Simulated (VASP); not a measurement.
ClO: single point with PBEsol

The system is ClO.

```
CELL_PARAMETERS angstrom
3.18522 0.00000 0.00000
0.00000 3.18522 0.00000
0.00000 0.00000 3.18522
ATOMIC_POSITIONS crystal
Cl 0.00000 0.00000 0.00000
O 0.50000 0.50000 0.50000
```

```json
{"Program": "VASP 6.6.1", "Task": "single point", "Functional": "PBEsol", "Potentials or basis": "VASP PAW PBE potentials, release 64 (Cl, O)", "Cutoff": "520 eV", "k mesh": "10 × 10 × 10", "Occupations": "methfessel-paxton, width 0.15 eV", "Spin": "no spin polarisation", "Dipole correction": "no", "Further INCAR settings": "ALGO = Normal; EDIFF = 1e-06; NBANDS = 14"}
```

The pressure is -13.9 GPa and the band gap on the k mesh is zero (an odd number of electrons rules out a gap without spin polarisation).

Levels at points of the mesh, in eV from the Fermi level:
| k point | band 3 | band 4 | band 5 | band 6 | band 7 | band 8 | band 9 | band 10 |
| --- | --- | --- | --- | --- | --- | --- | --- | --- |
| (0.00, 0.00, 0.00) | -2.12 | -2.12 | -2.12 | 0.85 | 0.85 | 0.85 | 9.75 | 9.75 |
| (0.50, 0.00, 0.00) | -2.95 | -1.40 | -0.74 | -0.74 | -0.54 | -0.54 | 11.45 | 12.63 |
| (0.50, 0.50, 0.00) | -4.41 | -4.41 | -0.55 | -0.22 | 0.56 | 0.56 | 10.19 | 11.76 |
| (0.50, 0.50, 0.50) | -2.62 | -2.62 | -2.62 | -1.78 | -1.78 | -1.78 | 12.54 | 12.54 |

Wall time 39 s on 1 thread of AMD EPYC 7571, with other jobs on the host, peak memory 0.11 GiB.

Caveat: the cell stands under tension; the PAW data sets were made with another functional, which shifts forces and pressure a little; an odd number of electrons without spin polarisation forces a metal; a magnetic or distorted state may lie lower.
